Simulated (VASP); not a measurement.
Crystal: AlB2N3.

```
CELL_PARAMETERS angstrom
2.61796 0.00000 0.00000
-1.30898 2.26722 0.00000
0.00000 0.00000 20.86111
ATOMIC_POSITIONS crystal
Al 0.33333 0.66667 0.75000
Al 0.66667 0.33333 0.25000
B 0.33333 0.66667 0.08333
B 0.33333 0.66667 0.41667
B 0.66667 0.33333 0.58333
B 0.66667 0.33333 0.91667
N 0.33333 0.66667 0.25000
N 0.33333 0.66667 0.58333
N 0.33333 0.66667 0.91667
N 0.66667 0.33333 0.08333
N 0.66667 0.33333 0.41667
N 0.66667 0.33333 0.75000
```

```yaml
Program: VASP 6.6.1
Task: relaxation of cell and atoms
Functional: PBE
Potentials_or_basis: VASP PAW PBE potentials, release 64 (Al, B, N)
Cutoff: 600 eV
k_mesh: 6 × 6 × 1
Occupations: gaussian, width 0.1 eV
Spin: no spin polarisation
```

At the start: pressure 38.9 GPa; volume 10.32 Å³/atom.

**Question.** Where does the relaxation end?

**Answer.** Over 6 steps the energy falls by 204.4 meV/atom and the volume is 11.58 Å³/atom (+12.2 %); space group P6_3/mmc (No. 194, to 0.05 Å).

Step by step:
```
step  energy change (eV)  largest force (eV/Å)  pressure (GPa)  volume (Å³)
   1              0.0000                0.0521           38.95       123.82
   2              4.0772                0.0630          -33.85       172.90
   3             -2.4314                0.0508           -2.79       140.53
   4             -2.4516                0.0507           -0.43       139.21
   5             -2.4522                0.0507            0.17       138.90
   6             -2.4525                0.0262            0.16       138.96
```

Final structure:
```xyz
12
Lattice="2.7718 0.0000 0.0000 -1.3859 2.4005 0.0000 0.0000 0.0000 20.8856" Properties=species:S:1:pos:R:3 pbc="T T T"
Al    0.0000    1.6003   15.6642
Al    1.3859    0.8002    5.2214
B     0.0000    1.6003    1.7434
B     0.0000    1.6003    8.6994
B     1.3859    0.8002   12.1862
B     1.3859    0.8002   19.1422
N     0.0000    1.6003    5.2214
N     0.0000    1.6003   12.1828
N     0.0000    1.6003   19.1456
N     1.3859    0.8002    1.7400
N     1.3859    0.8002    8.7028
N     1.3859    0.8002   15.6642
```

Caveat: the k points lie up to 0.44 Å⁻¹ apart in the final cell; this functional lacks dispersion, which binds the layers, so the pressure and a relaxed spacing across them are unreliable.
